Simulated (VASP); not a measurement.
SiF, 8 atoms in the cell. It takes space group Pmmn (No. 59, orthorhombic). Conventional cell: a = 3.965 Å, b = 6.660 Å, c = 6.630 Å, α = 90.00°, β = 90.00°, γ = 90.00°. Si (site symmetry m) has 1 F at 1.63 Å within 2.2 Å. F (site symmetry m) has 1 Si at 1.63 Å within 2.2 Å. 

* Program: VASP 6.6.1
* Task: single point
* Functional: PBE
* Potentials or basis: VASP PAW PBE potentials, release 64 (Si, F)
* Cutoff: 520 eV
* k mesh: 4 × 2 × 2
* Occupations: gaussian, width 0.1 eV
* Spin: no spin polarisation
* Dipole correction: no
* Further INCAR settings: ALGO = Normal; EDIFF = 1e-06; NBANDS = 32

Potentials or basis: VASP PAW PBE potentials, release 64 (Si, F).

Launch:

```sh
$ cat potpaw_PBE.64/Si/POTCAR potpaw_PBE.64/F/POTCAR > POTCAR
$ mpirun -np 1 vasp_std > vasp.out
```

Hardware: 1 thread of Intel(R) Xeon(R) 6975P-C (Granite Rapids), with other jobs on the host.

Task: Estimate the wall time of this run.

Result: Run time: 33 s on 1 thread of Intel(R) Xeon(R) 6975P-C (Granite Rapids), with other jobs on the host, peak memory 0.26 GiB. Counts: scf iterations 14, k points 12.
